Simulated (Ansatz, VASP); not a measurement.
This is a calculation of InPd for VASP 6.6.1.

The input POSCAR:

```
InPd
1.0
    3.3360556752      0.0000000000      0.0000000000
    0.0000000000      3.3360556752      0.0000000000
    0.0000000000      0.0000000000      3.3360556752
In Pd
1 1
Direct
    0.0000000000      0.0000000000      0.0000000000
    0.5000000000      0.5000000000      0.5000000000
```

INCAR.step1

```
PREC = Accurate
ENCUT = 690
ISMEAR = -1
SIGMA = 0.05
LREAL = False
LASPH = True
NELM = 120
NBANDS = 22
GGA = PE
ALGO = Normal
EDIFF = 1E-5
LWAVE = True
LCHARG = False
GGA_COMPAT = False
```

Contents of INCAR.step2:

```
PREC = Accurate
ENCUT = 690
EDIFF = 1E-6
ISMEAR = -1
SIGMA = 0.05
LREAL = False
LASPH = True
NELM = 120
ALGO = Normal
ISIF = 2
LWAVE = False
LCHARG = True
METAGGA = R2SCAN
LMIXTAU = True
LELF = True
LVHAR = True
NBANDS = 22
ISTART = 1
GGA_COMPAT = False
```

Contents of KPOINTS:

```
Automatic mesh
0
Gamma
  8 8 8
```

Potentials or basis: VASP PAW PBE potentials, release 64 (In_d, Pd_sv_GW).

Run with:

```sh
$ cat potpaw_PBE.64/In_d/POTCAR potpaw_PBE.64/Pd_sv_GW/POTCAR > POTCAR
$ cp INCAR.step1 INCAR
$ mpirun -np 1 vasp_std > vasp.out
$ cp INCAR.step2 INCAR
$ mpirun -np 1 vasp_std > vasp.out
```

**Question.** Set up the same calculation for Ansatz 0.2.0. Potentials there: Ansatz PAW.

**Answer.** As run (the cutoff follows the program's own potentials):

File input.yaml:

```yaml
crystal:
  lattice:
    - [3.3360556752, 0.0, 0.0]
    - [0.0, 3.3360556752, 0.0]
    - [0.0, 0.0, 3.3360556752]
  atoms:
    - { symbol: In, position: [0.0, 0.0, 0.0] }
    - { symbol: Pd, position: [0.5, 0.5, 0.5] }
hamiltonian:
  xc: r2scan
  pseudopotentials: { kind: paw }
kpoints:
  mp_grid: { grid: [8, 8, 8] }
scf:
  occupations: { method: fermi_dirac, width: 0.05 }
output:
  forces: true
  stress: true
  eigenvalues: true
```

Potentials or basis: Ansatz PAW.

Run with:

```sh
$ ansatz run input.yaml --threads 2 --pin off --max-ram 5632MiB --backend cpu --events-out ev --progress --plain --runs-dir out
```

Both were run:

|  | VASP | Ansatz | Ansatz less VASP |
| --- | --- | --- | --- |
| gap on the k mesh at the Fermi level (eV) | none | none | - |
| pressure (GPa) | -6.7 | -7.0 | -0.33 |

VASP's potentials were made for PBE, not for r2SCAN. A gap of «none» marks a metal or a gap that the smearing closes.
